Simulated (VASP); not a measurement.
PbS (Galena), 2 atoms in the cell. Symmetry: Fm-3m, No. 225, cubic system. Conventional cell: a = 5.936 Å, b = 5.936 Å, c = 5.936 Å, α = 90.00°, β = 90.00°, γ = 90.00°. Within 3.9 Å of Pb (site symmetry m-3m) lie 6 S at 2.97 Å. S (site symmetry m-3m) has 6 Pb at 2.97 Å within 3.9 Å. 

```yaml
Program: VASP 6.6.1
Task: relaxation of cell and atoms
Functional: PBE
Potentials_or_basis: VASP PAW PBE potentials, release 64 (Pb_d, S)
Cutoff: 500 eV
k_mesh: 10 × 10 × 10
Occupations: gaussian, width 0.02 eV
Spin: no spin polarisation
Dipole_correction: no
Further_INCAR_settings: ALGO = Normal; EDIFF = 1e-07; IBRION = 2; EDIFFG = -0.005; NSW = 70; ISIF = 3
```

Potentials or basis: VASP PAW PBE potentials, release 64 (Pb_d, S).

Run with:

```console
$ cat potpaw_PBE.64/Pb_d/POTCAR potpaw_PBE.64/S/POTCAR > POTCAR
$ mpirun -np 1 vasp_std > vasp.out
```

Hardware: 1 thread of Intel(R) Xeon(R) Platinum 8488C (Sapphire Rapids), with other jobs on the host.

Problem. How long does it take, and how much memory?

Solution. It took 61 s on 1 thread of Intel(R) Xeon(R) Platinum 8488C (Sapphire Rapids) (shared host), peak memory 0.2 GiB. Counts: scf iterations 32, k points 47, ion steps 3.
